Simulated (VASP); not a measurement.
# TeAs2 (I4_1/amd) in VASP: further runs

Runs on TeAs2. Level: PBE. Tasks: single point.

Program: VASP 6.6.1. These are calculated values, not measurements. Logs are shortened: lines on timing, memory, paths and dates and some standing lists are left out, and cuts for length are marked.

## 1. The cell of the first run

The structure is tetragonal, space group I4_1/amd (No. 141). The conventional cell has a = 7.113 Å, b = 7.113 Å, c = 5.881 Å, α = 90.00°, β = 90.00°, γ = 90.00°. Te (site symmetry -4m2) has 4 As at 2.83 Å within 3.7 Å. As (site symmetry 2/m) has 2 Te at 2.83 Å and 6 As at 2.91 to 3.56 Å within 3.7 Å.

## 2. Single point, PBE

Contents of INCAR:

```
SYSTEM = TeAs2
PREC = Accurate
ENCUT = 520
EDIFF = 1E-6
ISMEAR = -1
SIGMA = 0.2
LREAL = .FALSE.
LASPH = .TRUE.
NELM = 100
ALGO = Normal
ISIF = 2
LWAVE = .FALSE.
LCHARG = .FALSE.
GGA = PE
NBANDS = 25
```

Contents of KPOINTS:

```
Automatic mesh
0
G
  8 8 8
  0 0 0
```

Contents of POSCAR:

```
TeAs2
1.0
   -3.5564540000      3.5564540000      2.9405160000
    3.5564540000     -3.5564540000      2.9405160000
    3.5564540000      3.5564540000     -2.9405160000
Te As
2 4
Direct
    0.7500000000      0.2500000000      0.5000000000
    0.0000000000      0.0000000000      0.0000000000
    0.3750000000      0.6250000000      0.2500000000
    0.3750000000      0.1250000000      0.7500000000
    0.3750000000      0.6250000000      0.7500000000
    0.8750000000      0.6250000000      0.2500000000
```

Potentials or basis: VASP PAW PBE potentials, release 64 (Te, As).

On the command line:

```bash
cat potpaw_PBE.64/Te/POTCAR potpaw_PBE.64/As/POTCAR > POTCAR
mpirun -np 1 vasp_std > vasp.out
```

OUTCAR:

```text
SYSTEM = TeAs2
   PREC = Accurate
   ENCUT = 520
   EDIFF = 1E-6
   ISMEAR = -1
   LREAL = .FALSE.
   LASPH = .TRUE.
   NELM = 100
   ISIF = 2
   GGA = PE

 ion  position               nearest neighbor table
   1  0.750  0.250  0.500-   4 2.83   6 2.83   5 2.83   3 2.83
   2  0.000  0.000  0.000-   4 2.83   6 2.83   3 2.83   5 2.83
   3  0.375  0.625  0.250-   1 2.83   2 2.83   6 2.91   5 2.91   5 2.91   6 2.91
   4  0.375  0.125  0.750-   1 2.83   2 2.83   5 2.91   6 2.91   5 2.91   6 2.91
   5  0.375  0.625  0.750-   2 2.83   1 2.83   4 2.91   3 2.91   4 2.91   3 2.91
   6  0.875  0.625  0.250-   1 2.83   2 2.83   3 2.91   4 2.91   3 2.91   4 2.91

  LATTYP: Found a body centered tetragonal cell.
 ALAT       =     7.1129080000
 C/A-ratio  =     0.8268112001

  Lattice vectors:

 A1 = (  -3.5564540000,   3.5564540000,   2.9405160000)
 A2 = (   3.5564540000,  -3.5564540000,   2.9405160000)
 A3 = (   3.5564540000,   3.5564540000,  -2.9405160000)

Analysis of symmetry for initial positions (statically):
=====================================================================
 Subroutine PRICEL returns:
 Original cell was already a primitive cell.

 Routine SETGRP: Setting up the symmetry group for a
 body centered tetragonal supercell.

 Subroutine GETGRP returns: Found 16 space group operations
 (whereof  8 operations were pure point group operations)
 out of a pool of 16 trial point group operations.

The static configuration has the point symmetry D_2d.
 The point group associated with its full space group is D_4h.

Analysis of symmetry for dynamics (positions and initial velocities):
=====================================================================
 Subroutine PRICEL returns:
 Original cell was already a primitive cell.

 Routine SETGRP: Setting up the symmetry group for a
 body centered tetragonal supercell.

 Subroutine GETGRP returns: Found 16 space group operations
 (whereof  8 operations were pure point group operations)
 out of a pool of 16 trial point group operations.

The dynamic configuration has the point symmetry D_2d.
 The point group associated with its full space group is D_4h.

 Subroutine INISYM returns: Found 16 space group operations
 (whereof  8 operations are pure point group operations),
[... 94 lines left out ...]
 SYSTEM =  TeAs2
   PREC   = accura    normal or accurate (medium, high low for compatibility)
   ISTART =      0    job   : 0-new  1-cont  2-samecut
   ICHARG =      2    charge: 1-file 2-atom 10-const
   ISPIN  =      1    spin polarized calculation?
   LNONCOLLINEAR =      F non collinear calculations
   LSORBIT =      F    spin-orbit coupling
   LASPH  =      T    aspherical Exc in radial PAW
   ENCUT  =  520.0 eV  38.22 Ry    6.18 a.u.  10.83 10.83 10.83*2*pi/ulx,y,z
   NELM   =    100;   NELMIN=  2; NELMDL= -5     # of ELM steps
   EDIFF  = 0.1E-05   stopping-criterion for ELM
   LREAL  =      F    real-space projection
[... 7 lines left out ...]
   TEBEG  =    0.0;   TEEND  =   0.0 temperature during run
   PSTRESS=    0.0 pullay stress
   NELECT =      32.0000    total number of electrons
   NUPDOWN=      -1.0000    fix difference up-down
   EMIN   =  10.00;   EMAX   =-10.00  energy-range for DOS
   EFERMI =   0.00;   METHOD = LEGACY
   ISMEAR =    -1;   SIGMA  =   0.20  broadening in eV -4-tet -1-fermi 0-gaus
   EFERMI_NEDOS =   21; number of points for ismear=-14 and -15
   IALGO  =     38    algorithm
   IMIX   =      4    mixing-type and parameters
     AMIX     =   0.40;   BMIX     =  1.00
     AMIX_MAG =   1.60;   BMIX_MAG =  1.00
  volume/ion in A,a.u.               =      24.80       167.33
  Fermi-wavevector in a.u.,A,eV,Ry     =   0.980887  1.853607 13.090692  0.962139
  Thomas-Fermi vector in A             =   2.111851
   LORBIT       =      0    0 simple, 1 ext, 2 COOP (PROOUT), +10 PAW based schemes
   GGA     = PE    functional components
   LHFCALC =     F    Hartree Fock is set to
   AEXX    =    0.0000 exact exchange contribution
   IVDW    =     0    specifies the selected vdW correction
   LEPSILON=     F    determine dielectric tensor
   LRPA    =     F    only Hartree local field effects (RPA)
 non-spin polarized calculation
  energy-cutoff  :      520.00
  volume of cell :      148.77
 maximum number of plane-waves:      4035
 NGX is ok and might be reduce to    48
   NGX = 21   NGY = 21   NGZ = 21

 number of electron      31.9999998 magnetization

 Free energy of the ion-electron system (eV)
  ---------------------------------------------------
  ext. energy  EPLUGINS =         0.00000000
  ---------------------------------------------------
  free energy    TOTEN  =       -23.94086720 eV

  energy without entropy =      -23.56167974  energy(sigma->0) =      -23.75127347

 E-fermi :   5.7067     XC(G=0):  -9.8496

 val. band max:        5.7023869815   @ k =   0.5000   0.3750  -0.0000
 cond. band min:       5.7132490617   @ k =   0.3750   0.3750  -0.0000
 fundamental gap:      0.0108620802
 Fermi energy:         5.7067168160

 k-point     1 :       0.0000    0.0000    0.0000
  band No.  band energies     occupation
      1      -8.3253      2.00000
      2      -5.2025      2.00000
      3      -4.5202      2.00000
      4      -4.5202      2.00000
      5      -3.7217      2.00000
      6      -3.2118      2.00000
[... 661 lines left out ...]
     24      10.1469      0.00000
     25      11.1869      0.00000

 [... further k-points ...]

------------------------ aborting loop because EDIFF is reached ----------------------------------------

  FORCE on cell =-STRESS in cart. coord.  units (eV):
  Direction    XX          YY          ZZ          XY          YZ          ZX
  --------------------------------------------------------------------------------------
  -------------------------------------------------------------------------------------
  Total       -0.0832435     -0.0832435     -1.1750550      0.0000000      0.0000000      0.0000000
  in kB       -0.8964847     -0.8964847    -12.6546703      0.0000000      0.0000000      0.0000000
  external PRESSURE =      -4.8158799 kB  Pullay stress =       0.0000000 kB

 VOLUME and BASIS-vectors are now :
 -----------------------------------------------------------------------------
  energy-cutoff  :      520.00
  volume of cell :      148.77
      direct lattice vectors                 reciprocal lattice vectors
    -3.556454000  3.556454000  2.940516000     0.000000000  0.140589475  0.170038184
     3.556454000 -3.556454000  2.940516000     0.140589475  0.000000000  0.170038184
     3.556454000  3.556454000 -2.940516000     0.140589475  0.140589475  0.000000000

 POSITION                                       TOTAL-FORCE (eV/Angst)
 -----------------------------------------------------------------------------------
      0.00000      3.55645      1.47026        -0.000000      0.000000      0.000000
      0.00000      0.00000      0.00000         0.000000     -0.000000      0.000000
      1.77823     -0.00000      2.20539         0.000000      0.000000     -0.000000
      1.77823      3.55645     -0.73513         0.000000      0.000000     -0.000000
      3.55645      1.77823      0.73513         0.000000      0.000000     -0.000000
     -0.00000      1.77823      3.67564         0.000000      0.000000     -0.000000
 -----------------------------------------------------------------------------------
    total drift:                                0.000000     -0.000000      0.000000

  FREE ENERGIE OF THE ION-ELECTRON SYSTEM (eV)
  ---------------------------------------------------
  free  energy   TOTEN  =       -23.9408672003 eV

  energy  without entropy=      -23.5616797418  energy(sigma->0) =      -23.75127347
```

OSZICAR:

```text
N       E                     dE             d eps       ncg     rms          rms(c)
DAV:   1     0.125792904016E+03    0.12579E+03   -0.11935E+04  2950   0.105E+03
DAV:   2    -0.138649654698E+02   -0.13966E+03   -0.13126E+03  3796   0.164E+02
DAV:   3    -0.237963317027E+02   -0.99314E+01   -0.96398E+01  3840   0.433E+01
DAV:   4    -0.239484397267E+02   -0.15211E+00   -0.15169E+00  3406   0.616E+00
DAV:   5    -0.239507444523E+02   -0.23047E-02   -0.23037E-02  3706   0.855E-01    0.946E+00
DAV:   6    -0.239381436879E+02    0.12601E-01   -0.28235E-02  3362   0.947E-01    0.564E+00
DAV:   7    -0.239405653095E+02   -0.24216E-02   -0.25811E-02  3474   0.812E-01    0.708E-01
DAV:   8    -0.239408673424E+02   -0.30203E-03   -0.10322E-03  3536   0.177E-01    0.267E-01
DAV:   9    -0.239408673775E+02   -0.35062E-07   -0.22472E-04  3308   0.727E-02    0.263E-02
DAV:  10    -0.239408672003E+02    0.17714E-06   -0.48261E-06  3708   0.117E-02
   1 F= -.23940867E+02 E0= -.23751273E+02  d E =-.379187E+00
```

It took 2 min on 1 thread of Intel Xeon 6975P-C (Granite Rapids), shared host; peak memory 0.42 GiB.

Results:

| Item | Value |
| --- | --- |
| Free energy | -23.9409 eV |
| Pressure | -0.5 GPa |
| Band gap on the k mesh | zero (bands 16 and 17 overlap by 0.54 eV) |

Caveat: spin-orbit coupling is left out, which moves the levels of the heavy elements.

## 3. Single point, PBE

Contents of INCAR:

```
PREC = Accurate
ENCUT = 520
EDIFF = 1E-6
ISMEAR = 0
SIGMA = 0.1
LREAL = F
LASPH = T
NELM = 80
ALGO = Normal
ISIF = 2
LWAVE = F
LCHARG = T
GGA = PE
LELF = T
LVHAR = T
NBANDS = 25
```

Contents of KPOINTS:

```
regular mesh
0
Gamma
  10 10 10
```

POSCAR is that of step 2.

Potentials or basis: VASP PAW PBE potentials, release 64 (Te, As).

On the command line:

```bash
cat potpaw_PBE.64/Te/POTCAR potpaw_PBE.64/As/POTCAR > POTCAR
mpirun -np 1 vasp_std > vasp.out
```

It took 3.1 min on 1 thread of Intel Xeon 6975P-C (Granite Rapids), shared host; peak memory 0.53 GiB.

Results (log left out):

| Quantity | Value |
| --- | --- |
| Free energy | -23.7535 eV |
| Pressure | -0.7 GPa |
| Band gap on the k mesh | zero (bands 16 and 17 overlap by 0.60 eV) |

Stress tensor (GPa, compression positive):
```
-0.26  0.00  0.00
 0.00 -0.26  0.00
 0.00  0.00 -1.45
```

Levels at points of the mesh, in eV from the Fermi level:
| k point | band 13 | band 14 | band 15 | band 16 | band 17 | band 18 | band 19 | band 20 |
| --- | --- | --- | --- | --- | --- | --- | --- | --- |
| (0.00, 0.00, 0.00) | -2.72 | -2.09 | -2.09 | -0.66 | 1.70 | 3.03 | 3.03 | 3.90 |
| (0.50, 0.00, 0.00) | -1.53 | -0.87 | -0.34 | -0.33 | -0.14 | 0.22 | 1.41 | 1.66 |
| (0.50, 0.50, 0.00) | -1.11 | -1.11 | -0.96 | -0.96 | -0.21 | -0.21 | 2.01 | 2.01 |
| (0.50, 0.50, 0.50) | -0.74 | -0.74 | 0.08 | 0.08 | 0.16 | 0.16 | 0.73 | 0.73 |

Caveat: spin-orbit coupling is left out, which moves the levels of the heavy elements.
